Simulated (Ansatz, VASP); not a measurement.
## B in VASP and in Ansatz

INCAR

```
PREC = Accurate ; ENCUT = 600
EDIFF = 1E-6 ; ISMEAR = 0
SIGMA = 0.1 ; LREAL = False
LASPH = True ; NELM = 60
ALGO = Normal ; ISIF = 3
LWAVE = False ; LCHARG = False
GGA = PE ; IBRION = 2
NSW = 90 ; EDIFFG = -0.04
```

File KPOINTS:

```
regular mesh
0
Gamma
  6 6 6
```

File POSCAR:

```
B
1.0
    4.1659971155      0.0000000000      0.0000000000
   -2.0829985577      3.6078593341      0.0000000000
    0.0000000000      0.0000000000      3.1538796451
B
6
Direct
    0.0000000000      0.4177063325      0.3333333333
    0.0000000000      0.5822936675      0.8333333333
    0.4177063325      0.0000000000      0.0000000000
    0.4177063325      0.4177063325      0.1666666667
    0.5822936675      0.0000000000      0.5000000000
    0.5822936675      0.5822936675      0.6666666667
```

Input for Ansatz:

```yaml
crystal:
  lattice:
    - [4.1659971155, 0.0, 0.0]
    - [-2.0829985577, 3.6078593341, 0.0]
    - [0.0, 0.0, 3.1538796451]
  atoms:
    - { symbol: B, position: [0.0, 0.4177063325, 0.3333333333] }
    - { symbol: B, position: [0.0, 0.5822936675, 0.8333333333] }
    - { symbol: B, position: [0.4177063325, 0.0, 0.0] }
    - { symbol: B, position: [0.4177063325, 0.4177063325, 0.1666666667] }
    - { symbol: B, position: [0.5822936675, 0.0, 0.5] }
    - { symbol: B, position: [0.5822936675, 0.5822936675, 0.6666666667] }
basis:
  ecutwfc: 420
kpoints:
  mp_grid: { grid: [6, 6, 6] }
hamiltonian:
  xc: pbe
scf:
  occupations: { method: gaussian, width: 0.1 }
  lower_state_search: "off"
output:
  forces: true
  stress: true
  eigenvalues: true
relax:
  adjacent_minimum: "off"
  f_tol: 0.04
  max_steps: 70
  cell: { stress_tol: 0.4 }
```

Alike in both runs: task relaxation of cell and atoms; functional PBE; k mesh 6 × 6 × 6; occupations gaussian, width 0.1 eV; no spin polarisation.

|  | VASP | Ansatz |
| --- | --- | --- |
| version | VASP 6.6.1 | Ansatz 0.2.0 |
| potentials or method | VASP PAW PBE potentials, release 64 (B), cutoff 600 eV | scalar-relativistic, plane waves, PAW |
| valence electrons in the cell | 18 | 18 |

|  | VASP | Ansatz | Ansatz less VASP |
| --- | --- | --- | --- |
| gap on the k mesh at the Fermi level, each at its own relaxed structure (eV) | none | none | - |
| relaxed volume (Å³/atom) | 7.90 | 7.94 | +0.031 |
| relaxed cell length with the largest relative difference (Å) | 4.166 | 4.173 | +0.0072 |

A gap of «none» marks a metal or a gap that the smearing closes.
